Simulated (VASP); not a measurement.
Set up this calculation in VASP 6.6.1, as the native input.

```yaml
Task: relaxation of cell and atoms
Functional: PBE
Potentials_or_basis: VASP PAW PBE potentials, release 64 (Sc_sv, Te, Br)
Cutoff: 600 eV
k_mesh: 8 × 8 × 8
Occupations: gaussian, width 0.1 eV
Spin: no spin polarisation
Dipole_correction: no
Further_INCAR_settings: ALGO = Normal; EDIFF = 1e-06; IBRION = 2; EDIFFG = -0.01; NSW = 100; ISIF = 3
```

The structure of Sc3TeBr lies in POSCAR:

```
Sc3TeBr
1.0
    4.9326099600      0.0000000000      0.0000000000
    0.0000000000      4.9326099600      0.0000000000
    0.0000000000      0.0000000000      4.9326099600
Sc Te Br
3 1 1
Direct
    0.0000000000      0.5000000000      0.5000000000
    0.5000000000      0.5000000000      0.0000000000
    0.5000000000      0.0000000000      0.5000000000
    0.0000000000      0.0000000000      0.0000000000
    0.5000000000      0.5000000000      0.5000000000
```

The cell was generated, and may not be a known phase.

These files were run (other wordings do the same):

INCAR

```
ALGO     = Normal         # electronic algorithm
EDIFF    = 1E-6           # SCF threshold, eV
EDIFFG   = -0.01          # ionic threshold
ENCUT    = 600            # plane-wave cutoff, eV
GGA      = PE             # functional
IBRION   = 2              # ionic algorithm
ISIF     = 3              # what is computed and relaxed
ISMEAR   = 0              # smearing method
LASPH    = T              # aspherical terms in the spheres
LCHARG   = F              # write CHGCAR
LREAL    = F              # projectors in reciprocal space
LWAVE    = F              # write WAVECAR
NELM     = 100            # most SCF steps
NSW      = 100            # ionic steps
PREC     = Accurate       # precision mode
SIGMA    = 0.1            # smearing width, eV
```

KPOINTS

```
k-points
0
Gamma
  8 8 8
```

Potentials or basis: VASP PAW PBE potentials, release 64 (Sc_sv, Te, Br).

Launch:

```bash
$ cat potpaw_PBE.64/Sc_sv/POTCAR potpaw_PBE.64/Te/POTCAR potpaw_PBE.64/Br/POTCAR > POTCAR
$ mpirun -np 1 vasp_std > vasp.out
```

Results of the run:

* Relaxed volume: 25.11 Å³/atom
* Relaxed cell: a = 5.007 Å, b = 5.007 Å, c = 5.007 Å, α = 90.00°, β = 90.00°, γ = 90.00°
* Space group after relaxing (to 0.1 Å): Pm-3m (No. 221)
* Energy gained by relaxing: 8.9 meV/atom
* Ionic steps: 3
* Pressure after relaxing: 0.0 GPa
* Band gap on the k mesh: zero (bands 23 and 24 overlap by 1.52 eV)

Caveat: spin-orbit coupling is left out, which moves the levels of the heavy elements.

It took 5.4 min on 1 thread of Intel(R) Xeon(R) Platinum 8488C (Sapphire Rapids), with other jobs on the host, peak memory 0.35 GiB.
